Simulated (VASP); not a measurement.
# NbTe3Os2 (P-3m1) in VASP: single point with PBE

Aim: the single point of NbTe3Os2 with PBE.

Program: VASP 6.6.1. These are calculated values, not measurements. Logs are shortened: lines on timing, memory, paths and dates and some standing lists are left out, and cuts for length are marked.

## Step 1: The cell of the first run

Symmetry: P-3m1, No. 164, trigonal system. The conventional cell has a = 3.947 Å, b = 3.947 Å, c = 9.746 Å, α = 90.00°, β = 90.00°, γ = 120.00°. Within 4.1 Å of Nb (site symmetry -3m) lie 6 Te at 2.90 Å and 6 Nb at 3.95 Å and 6 Os at 4.04 Å. Within 3.6 Å of Te (site symmetry 3m) lie 3 Os at 2.75 Å and 3 Nb at 2.90 Å. Within 3.6 Å of Te (site symmetry -3m) lie 6 Os at 2.75 Å. Os (site symmetry 3m) has 6 Te at 2.75 Å within 3.6 Å.

## Step 2: Single point, PBE

INCAR reads:

```
SYSTEM = NbTe3Os2
  PREC = Accurate
  ENCUT = 520
  EDIFF = 1E-7
  ISMEAR = 0
  SIGMA = 0.1
  LREAL = .False.
  LASPH = .True.
  NELM = 60
  ALGO = Normal
  ISIF = 2
  LWAVE = .False.
  LCHARG = .False.
  GGA = PE
  NBANDS = 32
```

KPOINTS reads:

```
regular mesh
0
Gamma
  6 6 2
  0 0 0
```

POSCAR reads:

```
NbTe3Os2
1.0
    3.9467556700      0.0000000000      0.0000000000
   -1.9733778300      3.4179906700      0.0000000000
    0.0000000000      0.0000000000      9.7457834700
Nb Te Os
1 3 2
Direct
    0.0000000000      0.0000000000      0.5000000000
    0.6666666700      0.3333333300      0.6840587500
    0.0000000000      0.0000000000      0.0000000000
    0.3333333300      0.6666666700      0.3159412500
    0.3333333300      0.6666666700      0.8420293700
    0.6666666700      0.3333333300      0.1579706300
```

Potentials or basis: VASP PAW PBE potentials, release 64 (Nb_sv, Te, Os).

The run is started by

```console
$ cat potpaw_PBE.64/Nb_sv/POTCAR potpaw_PBE.64/Te/POTCAR potpaw_PBE.64/Os/POTCAR > POTCAR
$ mpirun -np 1 vasp_std > vasp.out
```

OUTCAR:

```text
SYSTEM = NbTe3Os2
   PREC = Accurate
   ENCUT = 520
   EDIFF = 1E-7
   ISMEAR = 0
   LREAL = .False.
   LASPH = .True.
   NELM = 60
   ISIF = 2
   GGA = PE

 ion  position               nearest neighbor table
   1  0.000  0.000  0.500-   2 2.90   4 2.90   4 2.90   2 2.90   2 2.90   4 2.90
   2  0.667  0.333  0.684-   5 2.75   5 2.75   5 2.75   1 2.90   1 2.90   1 2.90
   3  0.000  0.000  0.000-   5 2.75   6 2.75   5 2.75   6 2.75   6 2.75   5 2.75
   4  0.333  0.667  0.316-   6 2.75   6 2.75   6 2.75   1 2.90   1 2.90   1 2.90
   5  0.333  0.667  0.842-   2 2.75   2 2.75   3 2.75   2 2.75   3 2.75   3 2.75
   6  0.667  0.333  0.158-   4 2.75   4 2.75   3 2.75   4 2.75   3 2.75   3 2.75

  LATTYP: Found a hexagonal cell.
 ALAT       =     3.9467556700
 C/A-ratio  =     2.4693151248

  Lattice vectors:

 A1 = (   3.9467556700,   0.0000000000,   0.0000000000)
 A2 = (  -1.9733778300,   3.4179906700,   0.0000000000)
 A3 = (   0.0000000000,   0.0000000000,   9.7457834700)

Analysis of symmetry for initial positions (statically):
=====================================================================
 Subroutine PRICEL returns:
 Original cell was already a primitive cell.

 Routine SETGRP: Setting up the symmetry group for a
 hexagonal supercell.

 Subroutine GETGRP returns: Found 12 space group operations
 (whereof 12 operations were pure point group operations)
 out of a pool of 24 trial point group operations.

The static configuration has the point symmetry D_3d.

Analysis of symmetry for dynamics (positions and initial velocities):
=====================================================================
 Subroutine PRICEL returns:
 Original cell was already a primitive cell.

 Routine SETGRP: Setting up the symmetry group for a
 hexagonal supercell.

 Subroutine GETGRP returns: Found 12 space group operations
 (whereof 12 operations were pure point group operations)
 out of a pool of 24 trial point group operations.

The dynamic configuration has the point symmetry D_3d.

 Subroutine INISYM returns: Found 12 space group operations
 (whereof 12 operations are pure point group operations),
 and found     1 'primitive' translations

----------------------------------------------------------------------------------------

                                     Primitive cell

  volume of cell :     131.4704

  direct lattice vectors                    reciprocal lattice vectors
     3.946755670  0.000000000  0.000000000     0.253372664  0.146284776  0.000000000
    -1.973377830  3.417990670  0.000000000     0.000000000  0.292569552  0.000000000
     0.000000000  0.000000000  9.745783470     0.000000000  0.000000000  0.102608477

  length of vectors
     3.946755670  3.946755665  9.745783470     0.292569552  0.292569552  0.102608477

  position of ions in fractional coordinates (direct lattice)
     0.000000000  0.000000000  0.500000000
     0.666666670  0.333333330  0.684058750
     0.000000000  0.000000000  0.000000000
     0.333333330  0.666666670  0.315941250
     0.333333330  0.666666670  0.842029370
     0.666666670  0.333333330  0.157970630

  ion indices of the primitive-cell ions
   primitive index   ion index
                 1           1
                 2           2
                 3           3
                 4           4
                 5           5
                 6           6

----------------------------------------------------------------------------------------

 KPOINTS: regular mesh

Automatic generation of k-mesh.
 Grid dimensions read from file:
 generate k-points for:    6    6    2

 Generating k-lattice:

  Cartesian coordinates                     Fractional coordinates (reciprocal lattice)
     0.042228777  0.024380796  0.000000000     0.166666667 -0.000000000  0.000000000
     0.000000000  0.048761592  0.000000000     0.000000000  0.166666667  0.000000000
     0.000000000  0.000000000  0.051304239     0.000000000  0.000000000  0.500000000

  Length of vectors
     0.048761592  0.048761592  0.051304239

  Shift w.r.t. Gamma in fractional coordinates (k-lattice)
     0.000000000  0.000000000  0.000000000

 Subroutine IBZKPT returns following result:
 ===========================================

 Found     14 irreducible k-points:

 Following reciprocal coordinates:
            Coordinates               Weight
  0.000000  0.000000  0.000000      1.000000
  0.166667 -0.000000  0.000000      6.000000
  0.333333 -0.000000  0.000000      6.000000
  0.500000 -0.000000  0.000000      3.000000
  0.166667  0.166667  0.000000      6.000000
  0.333333  0.166667  0.000000     12.000000
  0.333333  0.333333  0.000000      2.000000
  0.000000  0.000000  0.500000      1.000000
  0.166667 -0.000000  0.500000      6.000000
  0.333333 -0.000000  0.500000      6.000000
  0.500000 -0.000000  0.500000      3.000000
  0.166667  0.166667  0.500000      6.000000
  0.333333  0.166667  0.500000     12.000000
  0.333333  0.333333  0.500000      2.000000
   k-points           NKPTS =     14   k-points in BZ     NKDIM =     14   number of bands    NBANDS=     32
   number of dos      NEDOS =    301   number of ions     NIONS =      6
   total plane-waves  NPLWV =  64800
   dimension x,y,z NGX =    30 NGY =   30 NGZ =   72
   dimension x,y,z NGXF=    60 NGYF=   60 NGZF=  144
   ions per type =               1   3   2
   NGX,Y,Z   is equivalent  to a cutoff of  12.64, 12.64, 12.28 a.u.
   NGXF,Y,Z  is equivalent  to a cutoff of  25.27, 25.27, 24.56 a.u.
 SYSTEM =  NbTe3Os2
   PREC   = accura    normal or accurate (medium, high low for compatibility)
   ISTART =      0    job   : 0-new  1-cont  2-samecut
   ICHARG =      2    charge: 1-file 2-atom 10-const
   ISPIN  =      1    spin polarized calculation?
   LNONCOLLINEAR =      F non collinear calculations
   LSORBIT =      F    spin-orbit coupling
   LASPH  =      T    aspherical Exc in radial PAW
   ENCUT  =  520.0 eV  38.22 Ry    6.18 a.u.   7.34  7.34 18.12*2*pi/ulx,y,z
   NELM   =     60;   NELMIN=  2; NELMDL= -5     # of ELM steps
   EDIFF  = 0.1E-06   stopping-criterion for ELM
   LREAL  =      F    real-space projection
   EDIFFG = 0.1E-05   stopping-criterion for IOM
   NSW    =      0    number of steps for IOM
   IBRION =     -1    ionic relax: 0-MD 1-quasi-New 2-CG
   NFREE  =      0    steps in history (QN), initial steepest desc. (CG)
   ISIF   =      2    stress and relaxation
   ISYM   =      2    0-nonsym 1-usesym 2-fastsym
   POTIM  = 0.5000    time-step for ionic-motion
   TEBEG  =    0.0;   TEEND  =   0.0 temperature during run
   PSTRESS=    0.0 pullay stress
   NELECT =      47.0000    total number of electrons
   NUPDOWN=      -1.0000    fix difference up-down
   EMIN   =  10.00;   EMAX   =-10.00  energy-range for DOS
   EFERMI =   0.00;   METHOD = LEGACY
   ISMEAR =     0;   SIGMA  =   0.10  broadening in eV -4-tet -1-fermi 0-gaus
   EFERMI_NEDOS =   21; number of points for ismear=-14 and -15
   IALGO  =     38    algorithm
   IMIX   =      4    mixing-type and parameters
     AMIX     =   0.40;   BMIX     =  1.00
     AMIX_MAG =   1.60;   BMIX_MAG =  1.00
  volume/ion in A,a.u.               =      21.91       147.87
  Fermi-wavevector in a.u.,A,eV,Ry     =   1.161889  2.195653 18.367691  1.349987
  Thomas-Fermi vector in A             =   2.298457
   LORBIT       =      0    0 simple, 1 ext, 2 COOP (PROOUT), +10 PAW based schemes
   GGA     = PE    functional components
   LHFCALC =     F    Hartree Fock is set to
   AEXX    =    0.0000 exact exchange contribution
   IVDW    =     0    specifies the selected vdW correction
   LEPSILON=     F    determine dielectric tensor
   LRPA    =     F    only Hartree local field effects (RPA)
 non-spin polarized calculation
 Gauss-broadening in eV      SIGMA  =   0.10
  energy-cutoff  :      520.00
  volume of cell :      131.47
 maximum number of plane-waves:      3583
 NGX is ok and might be reduce to    30
   NGX = 15   NGY = 15   NGZ = 37

 number of electron      46.9999999 magnetization

 Free energy of the ion-electron system (eV)
  ---------------------------------------------------
  ext. energy  EPLUGINS =         0.00000000
  ---------------------------------------------------
  free energy    TOTEN  =       -37.03473915 eV

  energy without entropy =      -36.98574839  energy(sigma->0) =      -37.01024377

 E-fermi :   8.8344     XC(G=0): -11.2511

 val. band max:        8.8299430113   @ k =   0.0000   0.0000   0.5000
 cond. band min:       8.8451857110   @ k =   0.1667   0.1667   0.0000
 fundamental gap:      0.0152426997
 Fermi energy:         8.8344403851

 k-point     1 :       0.0000    0.0000    0.0000
  band No.  band energies     occupation
      1     -46.5819      2.00000
      2     -22.6825      2.00000
      3     -22.6488      2.00000
      4     -22.6488      2.00000
      5      -4.9156      2.00000
      6      -3.8361      2.00000
[... 24 lines left out ...]
     31      12.2349      0.00000
     32      12.2349      0.00000

 k-point     2 :       0.1667   -0.0000    0.0000
  band No.  band energies     occupation
      1     -46.5811      2.00000
      2     -22.6789      2.00000
      3     -22.6646      2.00000
      4     -22.6524      2.00000
      5      -4.6089      2.00000
      6      -3.6760      2.00000
[... 24 lines left out ...]
     31      13.2032      0.00000
     32      13.2084      0.00000

 k-point     3 :       0.3333   -0.0000    0.0000
  band No.  band energies     occupation
      1     -46.5794      2.00000
      2     -22.6962      2.00000
      3     -22.6716      2.00000
      4     -22.6597      2.00000
      5      -3.8251      2.00000
      6      -3.3666      2.00000
[... 24 lines left out ...]
     31      11.8778      0.00000
     32      12.4614      0.00000

 k-point     4 :       0.5000   -0.0000    0.0000
  band No.  band energies     occupation
      1     -46.5785      2.00000
      2     -22.7118      2.00000
      3     -22.6679      2.00000
      4     -22.6634      2.00000
      5      -3.2516      2.00000
      6      -3.1158      2.00000
[... 24 lines left out ...]
     31      11.4735      0.00000
     32      11.6953      0.00000

 k-point     5 :       0.1667    0.1667    0.0000
  band No.  band energies     occupation
      1     -46.5798      2.00000
      2     -22.6852      2.00000
      3     -22.6736      2.00000
      4     -22.6608      2.00000
      5      -4.0612      2.00000
      6      -3.4159      2.00000
[... 234 lines left out ...]
     31      11.7978      0.00000
     32      11.9699      0.00000

 k-point    12 :       0.1667    0.1667    0.5000
  band No.  band energies     occupation
      1     -46.5798      2.00000
      2     -22.6852      2.00000
      3     -22.6736      2.00000
      4     -22.6608      2.00000
      5      -3.9497      2.00000
      6      -3.6877      2.00000
[... 24 lines left out ...]
     31      11.4882      0.00000
     32      13.5988      0.00000

 k-point    13 :       0.3333    0.1667    0.5000
  band No.  band energies     occupation
      1     -46.5785      2.00000
      2     -22.7036      2.00000
      3     -22.6717      2.00000
      4     -22.6679      2.00000
      5      -3.3081      2.00000
      6      -3.1361      2.00000
[... 24 lines left out ...]
     31      11.8754      0.00000
     32      12.6109      0.00000

 k-point    14 :       0.3333    0.3333    0.5000
  band No.  band energies     occupation
      1     -46.5781      2.00000
      2     -22.6924      2.00000
      3     -22.6924      2.00000
      4     -22.6663      2.00000
      5      -3.0115      2.00000
      6      -3.0115      2.00000
[... 24 lines left out ...]
     31      10.5189      0.00000
     32      14.5627      0.00000

------------------------ aborting loop because EDIFF is reached ----------------------------------------

  FORCE on cell =-STRESS in cart. coord.  units (eV):
  Direction    XX          YY          ZZ          XY          YZ          ZX
  --------------------------------------------------------------------------------------
  -------------------------------------------------------------------------------------
  Total       -2.5078517     -2.5078517     -3.3154065     -0.0000000      0.0000000     -0.0000000
  in kB      -30.5621969    -30.5621968    -40.4035472     -0.0000000      0.0000000     -0.0000000
  external PRESSURE =     -33.8426469 kB  Pullay stress =       0.0000000 kB

 VOLUME and BASIS-vectors are now :
 -----------------------------------------------------------------------------
  energy-cutoff  :      520.00
  volume of cell :      131.47
      direct lattice vectors                 reciprocal lattice vectors
     3.946755670  0.000000000  0.000000000     0.253372664  0.146284776  0.000000000
    -1.973377830  3.417990670  0.000000000     0.000000000  0.292569552  0.000000000
     0.000000000  0.000000000  9.745783470     0.000000000  0.000000000  0.102608477

 POSITION                                       TOTAL-FORCE (eV/Angst)
 -----------------------------------------------------------------------------------
      0.00000      0.00000      4.87289         0.000000      0.000000      0.000000
      1.97338      1.13933      6.66669        -0.000000      0.000000      0.669740
      0.00000      0.00000      0.00000         0.000000      0.000000      0.000000
     -0.00000      2.27866      3.07910         0.000000      0.000000     -0.669740
     -0.00000      2.27866      8.20624        -0.000000      0.000000     -0.447802
      1.97338      1.13933      1.53955         0.000000     -0.000000      0.447802
 -----------------------------------------------------------------------------------
    total drift:                                0.000000      0.000000      0.000000

  FREE ENERGIE OF THE ION-ELECTRON SYSTEM (eV)
  ---------------------------------------------------
  free  energy   TOTEN  =       -37.0347391508 eV

  energy  without entropy=      -36.9857483916  energy(sigma->0) =      -37.01024377
```

Run time: 2.8 min. Hardware: 1 thread of Intel Xeon 8259CL, shared host; peak memory 0.27 GiB.

What came out:

| Quantity | Value |
| --- | --- |
| Free energy | -37.0347 eV |
| Pressure | -3.4 GPa |
| Largest force | 0.670 eV/Å |
| Band gap on the k mesh | zero (an odd number of electrons rules out a gap without spin polarisation) |

Forces in eV/Å, atoms in the order of the input:
```
Nb   0.000  0.000  0.000
Te   0.000  0.000  0.670
Te   0.000  0.000  0.000
Te   0.000  0.000 -0.670
Os   0.000  0.000 -0.448
Os   0.000  0.000  0.448
```

Caveat: the cell stands under tension; spin-orbit coupling is left out, which moves the levels of the heavy elements; an odd number of electrons without spin polarisation forces a metal; a magnetic or distorted state may lie lower.
